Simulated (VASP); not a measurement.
Si16Ni (a cell with a defect), 17 atoms in the cell. The cell holds a defect, 17 atoms: a = 7.736 Å, b = 7.736 Å, c = 7.736 Å, α = 60.00°, β = 60.00°, γ = 60.00°. 

```yaml
Program: VASP 6.6.1
Task: single point
Functional: PBE
Potentials_or_basis: VASP PAW PBE potentials, release 64 (Si, Ni)
Cutoff: 520 eV
k_mesh: 2 × 2 × 2
Occupations: gaussian, width 0.02 eV
Spin: no spin polarisation
Dipole_correction: no
Further_INCAR_settings: LREAL = Auto; ALGO = Normal; EDIFF = 1e-07; NBANDS = 51
```

Potentials or basis: VASP PAW PBE potentials, release 64 (Si, Ni).

The run is started by

```console
$ cat potpaw_PBE.64/Si/POTCAR potpaw_PBE.64/Ni/POTCAR > POTCAR
$ mpirun -np 1 vasp_std > vasp.out
```

Hardware: 1 thread of Intel(R) Xeon(R) 6975P-C (Granite Rapids) (shared host).

Q: How long does it take, and how much memory?

A: Wall time 2 min on 1 thread of Intel(R) Xeon(R) 6975P-C (Granite Rapids), with other jobs on the host, peak memory 0.47 GiB. Counts: scf iterations 19, k points 6.
